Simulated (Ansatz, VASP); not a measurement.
# AlN: VASP beside Ansatz

```
Al N
1.0
     3.16763    0.00000    0.00000
    -1.58381    2.74324    0.00000
     0.00000    0.00000    5.07623
Al N
2 2
Cartesian
  0.0000 1.8288 -0.0040
  1.5838 0.9144 2.5341
  0.0000 1.8288 1.9330
  1.5838 0.9144 4.4711
```

Alike in both runs: task single point; functional r2SCAN; k mesh 9 × 9 × 4; no spin polarisation.

|  | VASP | Ansatz |
| --- | --- | --- |
| version | VASP 6.6.1 | Ansatz 0.2.0 |
| potentials or method | VASP PAW PBE potentials, release 64 (Al, N) | plane waves, PAW |
| plane-wave cutoff (eV) | 520 | 500 |
| occupations | gaussian, width 0.01 eV | fixed |
| valence electrons in the cell | 16 | 16 |

VASP gave:

* gap on the k mesh at the Fermi level (eV): 4.39
* pressure (GPa): -11.4
* traceless stress, the component that is largest in VASP (GPa): 0.52
* rms of the force components (eV/Å): 0.011

**Question.** What did Ansatz give for the same quantities?

**Answer.** gap on the k mesh at the Fermi level (eV): 4.35; pressure (GPa): -11.0; traceless stress, the component that is largest in VASP (GPa): 0.50; rms of the force components (eV/Å): 0.012.

VASP's potentials were made for PBE, not for r2SCAN. Atom by atom the forces differ by 0.001 eV/Å (rms over components).
